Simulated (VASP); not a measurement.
Set up this calculation in VASP 6.6.1, as the native input.

| Property | Result |
| --- | --- |
| Task | relaxation of cell and atoms |
| Functional | PBE |
| Potentials or basis | VASP PAW PBE potentials, release 64 (Hf_pv, Si) |
| Cutoff | 600 eV |
| k mesh | 6 × 6 × 4 |
| Occupations | gaussian, width 0.1 eV |
| Spin | no spin polarisation |
| Dipole correction | no |
| Further INCAR settings | ALGO = Normal; EDIFF = 1e-07; IBRION = 2; EDIFFG = -0.04; NSW = 90; ISIF = 3 |

The structure of HfSi4 lies in POSCAR:

```
HfSi4
1.0
    3.8742076300      0.0000000000      0.0000000000
   -1.9371038100      3.3551622200      0.0000000000
    0.0000000000      0.0000000000      6.5860229500
Hf Si
1 4
Direct
    0.0000000000      0.0000000000      0.5000000000
    0.5000000000      0.0000000000      0.0000000000
    0.0000000000      0.5000000000      0.0000000000
    0.5000000000      0.5000000000      0.0000000000
    0.0000000000      0.0000000000      0.0000000000
```

These files were run (other wordings do the same):

INCAR

```
SYSTEM = HfSi4
PREC = Accurate ; ENCUT = 600
EDIFF = 1E-7 ; ISMEAR = 0
SIGMA = 0.1 ; LREAL = .False.
LASPH = .True. ; NELM = 100
ALGO = Normal ; ISIF = 3
LWAVE = .False. ; LCHARG = .False.
GGA = PE ; IBRION = 2
NSW = 90 ; EDIFFG = -0.04
```

KPOINTS

```
Automatic mesh
0
Gamma
  6 6 4
  0 0 0
```

Potentials or basis: VASP PAW PBE potentials, release 64 (Hf_pv, Si).

Launch:

```console
$ cat potpaw_PBE.64/Hf_pv/POTCAR potpaw_PBE.64/Si/POTCAR > POTCAR
$ mpirun -np 1 vasp_std > vasp.out
```

Results of the run:

| Property | Result |
| --- | --- |
| Relaxed volume | 21.10 Å³/atom |
| Relaxed cell | a = 4.974 Å, b = 4.974 Å, c = 4.926 Å, α = 90.00°, β = 90.00°, γ = 120.00° |
| Space group after relaxing (to 0.05 Å) | P6/mmm (No. 191) |
| Energy gained by relaxing | 3471.1 meV/atom |
| Ionic steps | 15 |
| Pressure after relaxing | 0.0 GPa |
| Band gap on the k mesh | zero (band 13 reaches 6.54 eV, above the bottom of band 14 at 4.97 eV) |

Caveat: the volume moved by over 15 % at a fixed basis, so the end points are rough; spin-orbit coupling is left out, which moves the levels of the heavy elements.

Wall time 9.2 min on 1 thread of Intel Xeon 6975P-C, on a shared host, peak memory 0.26 GiB.
